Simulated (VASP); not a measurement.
# Sc11In5 (a cell with a defect) in VASP: a series of runs

Runs on Sc11In5 (a cell with a defect). Level: LDA. Tasks: single point, relaxation of the atoms.

Everything below comes from runs of VASP 6.6.1. Logs are shortened: lines on timing, memory, paths and dates and some standing lists are left out, and cuts for length are marked.

**1. The cell of the first run**

The cell holds a defect, 16 atoms: a = 9.061 Å, b = 9.061 Å, c = 4.530 Å, α = 90.00°, β = 90.00°, γ = 90.00°.

**2. Single point, LDA**

Input file INCAR:

```
PREC = Accurate
ENCUT = 400
EDIFF = 1E-6
ISMEAR = 1
SIGMA = 0.05
LREAL = F
LASPH = T
NELM = 120
ALGO = Normal
ISIF = 2
LWAVE = F
LCHARG = F
GGA = CA
NBANDS = 107
GGA_COMPAT = F
```

Input file KPOINTS:

```
Automatic mesh
0
Gamma
  1 1 2
```

Input file POSCAR:

```
Sc11In5
1.0
    9.0608176400      0.0000000000      0.0000000000
    0.0000000000      9.0608176400      0.0000000000
    0.0000000000      0.0000000000      4.5304088200
Sc In
11 5
Direct
    0.2437604679      0.2500000000      0.0000000000
    0.2483284777      0.0015421883      0.5000000000
    0.2530556992      0.7500000000      0.0000000000
    0.2483284777      0.4984578117      0.5000000000
    0.0000000000      0.7500000000      0.5000000000
    0.7562395321      0.2500000000      0.0000000000
    0.7516715223      0.0015421883      0.5000000000
    0.5000000000      0.2500000000      0.5000000000
    0.7469443008      0.7500000000      0.0000000000
    0.7516715223      0.4984578117      0.5000000000
    0.5000000000      0.7500000000      0.5000000000
    0.0000000000      0.2500000000      0.5000000000
    0.0000000000     -0.0035104956      0.0000000000
    0.0000000000      0.5035104956      0.0000000000
    0.5000000000      0.0024282280      0.0000000000
    0.5000000000      0.4975717720      0.0000000000
```

Potentials or basis: VASP PAW LDA potentials, release 64 (Sc_sv, In_d).

Run with:

```bash
$ cat potpaw_LDA.64/Sc_sv/POTCAR potpaw_LDA.64/In_d/POTCAR > POTCAR
$ mpirun -np 1 vasp_std > vasp.out
```

OUTCAR:

```text
PREC = Accurate
   ENCUT = 400
   EDIFF = 1E-6
   ISMEAR = 1
   LREAL = F
   LASPH = T
   NELM = 120
   ISIF = 2
   GGA = CA

 ion  position               nearest neighbor table
   1  0.244  0.250  0.000-  12 3.16  12 3.16  14 3.19  13 3.19   2 3.19   2 3.19   4 3.19   4 3.19
                            16 3.23  15 3.23   8 3.24   8 3.24
   2  0.248  0.002  0.500-  12 3.18  13 3.19  13 3.19   1 3.19   1 3.19   5 3.20   8 3.20   3 3.21
                             3 3.21  15 3.21  15 3.21  11 3.22
   3  0.253  0.750  0.000-  11 3.18  11 3.18  16 3.20  15 3.20  14 3.20  13 3.20   2 3.21   2 3.21
                             4 3.21   4 3.21   5 3.22   5 3.22
   4  0.248  0.498  0.500-  12 3.18  14 3.19  14 3.19   1 3.19   1 3.19   5 3.20   8 3.20   3 3.21
                             3 3.21  16 3.21  16 3.21  11 3.22
   5  0.000  0.750  0.500-  13 3.18  14 3.18  13 3.18  14 3.18   2 3.20   4 3.20   7 3.20  10 3.20
                             3 3.22   9 3.22   9 3.22   3 3.22
   6  0.756  0.250  0.000-  12 3.16  12 3.16  14 3.19  13 3.19   7 3.19   7 3.19  10 3.19  10 3.19
                            16 3.23  15 3.23   8 3.24   8 3.24
   7  0.752  0.002  0.500-  12 3.18  13 3.19  13 3.19   6 3.19   6 3.19   5 3.20   8 3.20   9 3.21
                             9 3.21  15 3.21  15 3.21  11 3.22
   8  0.500  0.250  0.500-  15 3.19  16 3.19  15 3.19  16 3.19   2 3.20   4 3.20   7 3.20  10 3.20
                             1 3.24   6 3.24   1 3.24   6 3.24
   9  0.747  0.750  0.000-  11 3.18  11 3.18  16 3.20  15 3.20  14 3.20  13 3.20   7 3.21   7 3.21
                            10 3.21  10 3.21   5 3.22   5 3.22
  10  0.752  0.498  0.500-  12 3.18  14 3.19  14 3.19   6 3.19   6 3.19   5 3.20   8 3.20   9 3.21
                             9 3.21  16 3.21  16 3.21  11 3.22
  11  0.500  0.750  0.500-   3 3.18   9 3.18   3 3.18   9 3.18  15 3.22  16 3.22  15 3.22  16 3.22
                             2 3.22  10 3.22   4 3.22   7 3.22
  12  0.000  0.250  0.500-   1 3.16   6 3.16   1 3.16   6 3.16   7 3.18  10 3.18   4 3.18   2 3.18
                            13 3.23  14 3.23  13 3.23  14 3.23
  13  0.000  0.996  0.000-   5 3.18   5 3.18   6 3.19   1 3.19   7 3.19   2 3.19   2 3.19   7 3.19
                             9 3.20   3 3.20  12 3.23  12 3.23
  14  0.000  0.504  0.000-   5 3.18   5 3.18   6 3.19   1 3.19  10 3.19   4 3.19   4 3.19  10 3.19
                             3 3.20   9 3.20  12 3.23  12 3.23
  15  0.500  0.002  0.000-   8 3.19   8 3.19   9 3.20   3 3.20   7 3.21   2 3.21   7 3.21   2 3.21
                            11 3.22  11 3.22   1 3.23   6 3.23
  16  0.500  0.498  0.000-   8 3.19   8 3.19   9 3.20   3 3.20  10 3.21   4 3.21   4 3.21  10 3.21
                            11 3.22  11 3.22   1 3.23   6 3.23

  LATTYP: Found a simple tetragonal cell.
 ALAT       =     9.0608176400
 C/A-ratio  =     0.5000000000

  Lattice vectors:

 A1 = (   9.0608176400,   0.0000000000,   0.0000000000)
 A2 = (   0.0000000000,   9.0608176400,   0.0000000000)
 A3 = (   0.0000000000,   0.0000000000,   4.5304088200)

Analysis of symmetry for initial positions (statically):
=====================================================================
 Subroutine PRICEL returns:
 Original cell was already a primitive cell.

 Routine SETGRP: Setting up the symmetry group for a
 simple tetragonal supercell.

 Subroutine GETGRP returns: Found  8 space group operations
 (whereof  4 operations were pure point group operations)
 out of a pool of 16 trial point group operations.

The static configuration has the point symmetry C_2v.
 The point group associated with its full space group is D_2h.

Analysis of symmetry for dynamics (positions and initial velocities):
=====================================================================
 Subroutine PRICEL returns:
 Original cell was already a primitive cell.

 Routine SETGRP: Setting up the symmetry group for a
 simple tetragonal supercell.

 Subroutine GETGRP returns: Found  8 space group operations
 (whereof  4 operations were pure point group operations)
 out of a pool of 16 trial point group operations.

The dynamic configuration has the point symmetry C_2v.
 The point group associated with its full space group is D_2h.

 Subroutine INISYM returns: Found  8 space group operations
 (whereof  4 operations are pure point group operations),
 and found     1 'primitive' translations

----------------------------------------------------------------------------------------

                                     Primitive cell

  volume of cell :     371.9394

  direct lattice vectors                    reciprocal lattice vectors
     9.060817640  0.000000000  0.000000000     0.110365316  0.000000000  0.000000000
     0.000000000  9.060817640  0.000000000     0.000000000  0.110365316  0.000000000
     0.000000000  0.000000000  4.530408820     0.000000000  0.000000000  0.220730632

  length of vectors
     9.060817640  9.060817640  4.530408820     0.110365316  0.110365316  0.220730632

  position of ions in fractional coordinates (direct lattice)
     0.243760468  0.250000000  0.000000000
     0.248328478  0.001542188  0.500000000
     0.253055699  0.750000000  0.000000000
     0.248328478  0.498457812  0.500000000
     0.000000000  0.750000000  0.500000000
     0.756239532  0.250000000  0.000000000
[... 8 lines left out ...]
     0.500000000  0.002428228  0.000000000
     0.500000000  0.497571772  0.000000000

  ion indices of the primitive-cell ions
   primitive index   ion index
                 1           1
                 2           2
                 3           3
                 4           4
                 5           5
                 6           6
[... 8 lines left out ...]
                15          15
                16          16

----------------------------------------------------------------------------------------

 KPOINTS: Automatic mesh

Automatic generation of k-mesh.
 Grid dimensions read from file:
 generate k-points for:    1    1    2

 Generating k-lattice:

  Cartesian coordinates                     Fractional coordinates (reciprocal lattice)
     0.110365316  0.000000000  0.000000000     1.000000000  0.000000000  0.000000000
     0.000000000  0.110365316  0.000000000     0.000000000  1.000000000  0.000000000
     0.000000000  0.000000000  0.110365316     0.000000000  0.000000000  0.500000000

  Length of vectors
     0.110365316  0.110365316  0.110365316

  Shift w.r.t. Gamma in fractional coordinates (k-lattice)
     0.000000000  0.000000000  0.000000000

 Subroutine IBZKPT returns following result:
 ===========================================

 Found      2 irreducible k-points:

 Following reciprocal coordinates:
            Coordinates               Weight
  0.000000  0.000000  0.000000      1.000000
  0.000000  0.000000  0.500000      1.000000
   k-points           NKPTS =      2   k-points in BZ     NKDIM =      2   number of bands    NBANDS=    107
   number of dos      NEDOS =    301   number of ions     NIONS =     16
   total plane-waves  NPLWV = 108000
   dimension x,y,z NGX =    60 NGY =   60 NGZ =   30
   dimension x,y,z NGXF=   120 NGYF=  120 NGZF=   60
   ions per type =              11   5
   NGX,Y,Z   is equivalent  to a cutoff of  11.01, 11.01, 11.01 a.u.
   NGXF,Y,Z  is equivalent  to a cutoff of  22.02, 22.02, 22.02 a.u.
 SYSTEM =  unknown system
   PREC   = accura    normal or accurate (medium, high low for compatibility)
   ISTART =      0    job   : 0-new  1-cont  2-samecut
   ICHARG =      2    charge: 1-file 2-atom 10-const
   ISPIN  =      1    spin polarized calculation?
   LNONCOLLINEAR =      F non collinear calculations
   LSORBIT =      F    spin-orbit coupling
   LASPH  =      T    aspherical Exc in radial PAW
   ENCUT  =  400.0 eV  29.40 Ry    5.42 a.u.  14.78 14.78  7.39*2*pi/ulx,y,z
   NELM   =    120;   NELMIN=  2; NELMDL= -5     # of ELM steps
   EDIFF  = 0.1E-05   stopping-criterion for ELM
   LREAL  =      F    real-space projection
   EDIFFG = 0.1E-04   stopping-criterion for IOM
   NSW    =      0    number of steps for IOM
   IBRION =     -1    ionic relax: 0-MD 1-quasi-New 2-CG
   NFREE  =      0    steps in history (QN), initial steepest desc. (CG)
   ISIF   =      2    stress and relaxation
   ISYM   =      2    0-nonsym 1-usesym 2-fastsym
   POTIM  = 0.5000    time-step for ionic-motion
   TEBEG  =    0.0;   TEEND  =   0.0 temperature during run
   PSTRESS=    0.0 pullay stress
   NELECT =     186.0000    total number of electrons
   NUPDOWN=      -1.0000    fix difference up-down
   EMIN   =  10.00;   EMAX   =-10.00  energy-range for DOS
   EFERMI =   0.00;   METHOD = LEGACY
   ISMEAR =     1;   SIGMA  =   0.05  broadening in eV -4-tet -1-fermi 0-gaus
   EFERMI_NEDOS =   21; number of points for ismear=-14 and -15
   IALGO  =     38    algorithm
   IMIX   =      4    mixing-type and parameters
     AMIX     =   0.40;   BMIX     =  1.00
     AMIX_MAG =   1.60;   BMIX_MAG =  1.00
  volume/ion in A,a.u.               =      23.25       156.87
  Fermi-wavevector in a.u.,A,eV,Ry     =   1.299437  2.455579 22.973919  1.688535
  Thomas-Fermi vector in A             =   2.430700
   LORBIT       =      0    0 simple, 1 ext, 2 COOP (PROOUT), +10 PAW based schemes
   GGA     = CA    functional components
   LHFCALC =     F    Hartree Fock is set to
   AEXX    =    0.0000 exact exchange contribution
   IVDW    =     0    specifies the selected vdW correction
   LEPSILON=     F    determine dielectric tensor
   LRPA    =     F    only Hartree local field effects (RPA)
 non-spin polarized calculation
 Methfessel and Paxton  Order N= 1 SIGMA  =   0.05
  energy-cutoff  :      400.00
  volume of cell :      371.94
 maximum number of plane-waves:      6807
 NGX is ok and might be reduce to    60
   NGX = 29   NGY = 29   NGZ = 15

 number of electron     186.0000167 magnetization

 Free energy of the ion-electron system (eV)
  ---------------------------------------------------
  ext. energy  EPLUGINS =         0.00000000
  ---------------------------------------------------
  free energy    TOTEN  =       -94.52577938 eV

  energy without entropy =      -94.50988266  energy(sigma->0) =      -94.52048047

 E-fermi :   5.4629     XC(G=0): -10.5931

 val. band max:        5.4603002145   @ k =   0.0000   0.0000   0.0000
 cond. band min:       5.4749838703   @ k =   0.0000   0.0000   0.0000
 fundamental gap:      0.0146836558
 Fermi energy:         5.4628530751

 k-point     1 :       0.0000    0.0000    0.0000
  band No.  band energies     occupation
      1     -43.5950      2.00000
      2     -43.5925      2.00000
      3     -43.5624      2.00000
      4     -43.5441      2.00000
      5     -43.5156      2.00000
      6     -43.5154      2.00000
[... 97 lines left out ...]
    104       6.4538     -0.00000
    105       6.4631      0.00000

 k-point     2 :       0.0000    0.0000    0.5000
  band No.  band energies     occupation
      1     -43.5870      2.00000
      2     -43.5867      2.00000
      3     -43.5353      2.00000
      4     -43.5349      2.00000
      5     -43.5340      2.00000
      6     -43.5155      2.00000
[... 97 lines left out ...]
    104       6.4864      0.00000
    105       6.5544      0.00000
 [bands above 105 left out]

------------------------ aborting loop because EDIFF is reached ----------------------------------------

  FORCE on cell =-STRESS in cart. coord.  units (eV):
  Direction    XX          YY          ZZ          XY          YZ          ZX
  --------------------------------------------------------------------------------------
  -------------------------------------------------------------------------------------
  Total      -20.7034539    -14.0346328     -9.7695725      0.0000000      0.0000000      0.0000000
  in kB      -89.1828225    -60.4560073    -42.0837052      0.0000000      0.0000000      0.0000000
  external PRESSURE =     -63.9075117 kB  Pullay stress =       0.0000000 kB

 VOLUME and BASIS-vectors are now :
 -----------------------------------------------------------------------------
  energy-cutoff  :      400.00
  volume of cell :      371.94
      direct lattice vectors                 reciprocal lattice vectors
     9.060817640  0.000000000  0.000000000     0.110365316  0.000000000  0.000000000
     0.000000000  9.060817640  0.000000000     0.000000000  0.110365316  0.000000000
     0.000000000  0.000000000  4.530408820     0.000000000  0.000000000  0.220730632

 POSITION                                       TOTAL-FORCE (eV/Angst)
 -----------------------------------------------------------------------------------
      2.20867      2.26520      0.00000         0.015319      0.000000      0.000000
      2.25006      0.01397      2.26520         0.012284     -0.005026      0.000000
      2.29289      6.79561      0.00000         0.021281      0.000000      0.000000
      2.25006      4.51644      2.26520         0.012284      0.005026      0.000000
      0.00000      6.79561      2.26520         0.000000      0.000000      0.000000
      6.85215      2.26520      0.00000        -0.015319      0.000000      0.000000
[... 8 lines left out ...]
      4.53041      0.02200      0.00000         0.000000     -0.005603      0.000000
      4.53041      4.50841      0.00000         0.000000      0.005603      0.000000
 -----------------------------------------------------------------------------------
    total drift:                                0.000000      0.000000      0.000000

  FREE ENERGIE OF THE ION-ELECTRON SYSTEM (eV)
  ---------------------------------------------------
  free  energy   TOTEN  =       -94.5257793761 eV

  energy  without entropy=      -94.5098826615  energy(sigma->0) =      -94.52048047
```

Run time: 66 s. Hardware: 1 thread of Intel Xeon Platinum 8488C (Sapphire Rapids), shared host; peak memory 0.26 GiB.

Results:

| Item | Value |
| --- | --- |
| Free energy | -94.5258 eV |
| Pressure | -6.4 GPa |
| Largest force | 0.021 eV/Å |
| Band gap on the k mesh | zero (bands 93 and 94 overlap by 0.01 eV) |

Forces on the atoms (eV/Å):
```
Sc   0.015  0.000  0.000
Sc   0.012 -0.005  0.000
Sc   0.021  0.000  0.000
Sc   0.012  0.005  0.000
Sc   0.000  0.000  0.000
Sc  -0.015  0.000  0.000
Sc  -0.012 -0.005  0.000
Sc   0.000  0.000  0.000
Sc  -0.021  0.000  0.000
Sc  -0.012  0.005  0.000
Sc   0.000  0.000  0.000
In   0.000  0.000  0.000
In   0.000  0.010  0.000
In   0.000 -0.010  0.000
In   0.000 -0.006  0.000
In   0.000  0.006  0.000
```

Levels at points of the mesh, in eV from the Fermi level:
| k point | band 91 | band 92 | band 93 | band 94 | band 95 | band 96 |
| --- | --- | --- | --- | --- | --- | --- |
| (0.00, 0.00, 0.00) | -0.17 | -0.04 | -0.03 | 0.00 | 0.01 | 0.11 |
| (0.00, 0.00, 0.50) | -0.57 | -0.54 | 0.01 | 0.05 | 0.14 | 0.25 |

Caveat: the k points lie up to 0.69 Å⁻¹ apart; spin-orbit coupling is left out, which moves the levels of the heavy elements.

**3. Relaxation of the atoms, LDA**

Input file INCAR:

```
SYSTEM = Sc11In5
  ALGO = Normal
  EDIFF = 1E-7
  EDIFFG = -0.02
  ENCUT = 450
  GGA = CA
  GGA_COMPAT = .False.
  IBRION = 2
  ISIF = 2
  ISMEAR = 1
  LASPH = .True.
  LCHARG = .False.
  LREAL = .False.
  LWAVE = .False.
  NELM = 120
  NELMIN = 4
  NSW = 45
  PREC = Accurate
  SIGMA = 0.05
```

Input file KPOINTS:

```
k-points
0
Gamma
  1 1 2
  0 0 0
```

Input file POSCAR:

```
Sc11In5
1.0
    9.0608176400      0.0000000000      0.0000000000
    0.0000000000      9.0608176400      0.0000000000
    0.0000000000      0.0000000000      4.5304088200
Sc In
11 5
Direct
    0.2500000000      0.2500000000      0.0000000000
    0.2500000000      0.0000000000      0.5000000000
    0.2500000000      0.7500000000      0.0000000000
    0.2500000000      0.5000000000      0.5000000000
    0.0000000000      0.7500000000      0.5000000000
    0.7500000000      0.2500000000      0.0000000000
    0.7500000000      0.0000000000      0.5000000000
    0.5000000000      0.2500000000      0.5000000000
    0.7500000000      0.7500000000      0.0000000000
    0.7500000000      0.5000000000      0.5000000000
    0.5000000000      0.7500000000      0.5000000000
    0.0000000000      0.2500000000      0.5000000000
    0.0000000000      0.0000000000      0.0000000000
    0.0000000000      0.5000000000      0.0000000000
    0.5000000000      0.0000000000      0.0000000000
    0.5000000000      0.5000000000      0.0000000000
```

Potentials or basis: VASP PAW LDA potentials, release 64 (Sc_sv, In_d).

Run with:

```bash
$ cat potpaw_LDA.64/Sc_sv/POTCAR potpaw_LDA.64/In_d/POTCAR > POTCAR
$ mpirun -np 1 vasp_std > vasp.out
```

It took 5.5 min on 1 thread of Intel Xeon Platinum 8488C (Sapphire Rapids), shared host; peak memory 0.31 GiB.

Results (log left out):

- Free energy: -94.5285 eV
- Energy gained by relaxing: 1.3 meV/atom
- Ionic steps: 6
- Pressure after relaxing: -6.3 GPa
- Largest force after relaxing: 0.011 eV/Å
- Band gap on the k mesh: zero (bands 93 and 94 overlap by 0.01 eV)

Forces in eV/Å, atoms in the order of the input:
```
Sc   0.005  0.000  0.000
Sc   0.001  0.001  0.000
Sc   0.011  0.000  0.000
Sc   0.001 -0.001  0.000
Sc   0.000  0.000  0.000
Sc  -0.005  0.000  0.000
Sc  -0.001  0.001  0.000
Sc   0.000  0.000  0.000
Sc  -0.011  0.000  0.000
Sc  -0.001 -0.001  0.000
Sc   0.000  0.000  0.000
In   0.000  0.000  0.000
In   0.000  0.000  0.000
In   0.000  0.000  0.000
In   0.000 -0.001  0.000
In   0.000  0.001  0.000
```

Stress tensor (GPa, compression positive):
```
-8.86  0.00  0.00
 0.00 -6.00  0.00
 0.00  0.00 -4.11
```

Step by step:
| step | energy change (eV) | largest force (eV/Å) | pressure (GPa) |
| --- | --- | --- | --- |
| 1 | 0.0000 | 0.2058 | -6.33 |
| 2 | -0.0070 | 0.1646 | -6.33 |
| 3 | -0.0185 | 0.0500 | -6.33 |
| 4 | -0.0193 | 0.0549 | -6.32 |
| 5 | -0.0201 | 0.0356 | -6.32 |
| 6 | -0.0208 | 0.0108 | -6.32 |

Final structure:
```cif
data_structure
_symmetry_space_group_name_H-M 'P 1'
_symmetry_Int_Tables_number 1
_cell_length_a 9.0608
_cell_length_b 9.0608
_cell_length_c 4.5304
_cell_angle_alpha 90.000
_cell_angle_beta 90.000
_cell_angle_gamma 90.000
_cell_volume 371.94
loop_
_atom_site_label
_atom_site_type_symbol
_atom_site_fract_x
_atom_site_fract_y
_atom_site_fract_z
_atom_site_occupancy
Sc1 Sc 0.24406 0.25000 0.00000 1
Sc2 Sc 0.24866 0.00142 0.50000 1
Sc3 Sc 0.25331 0.75000 0.00000 1
Sc4 Sc 0.24866 0.49858 0.50000 1
Sc5 Sc 0.00000 0.75000 0.50000 1
Sc6 Sc 0.75594 0.25000 0.00000 1
Sc7 Sc 0.75134 0.00142 0.50000 1
Sc8 Sc 0.50000 0.25000 0.50000 1
Sc9 Sc 0.74669 0.75000 0.00000 1
Sc10 Sc 0.75134 0.49858 0.50000 1
Sc11 Sc 0.50000 0.75000 0.50000 1
In1 In 0.00000 0.25000 0.50000 1
In2 In 0.00000 0.99676 0.00000 1
In3 In 0.00000 0.50324 0.00000 1
In4 In 0.50000 0.00229 0.00000 1
In5 In 0.50000 0.49771 0.00000 1
```

Levels at points of the mesh, in eV from the Fermi level:
| k point | band 91 | band 92 | band 93 | band 94 | band 95 | band 96 |
| --- | --- | --- | --- | --- | --- | --- |
| (0.00, 0.00, 0.00) | -0.17 | -0.04 | -0.03 | 0.00 | 0.01 | 0.11 |
| (0.00, 0.00, 0.50) | -0.57 | -0.53 | 0.01 | 0.06 | 0.14 | 0.25 |

Caveat: the k points lie up to 0.69 Å⁻¹ apart; spin-orbit coupling is left out, which moves the levels of the heavy elements.
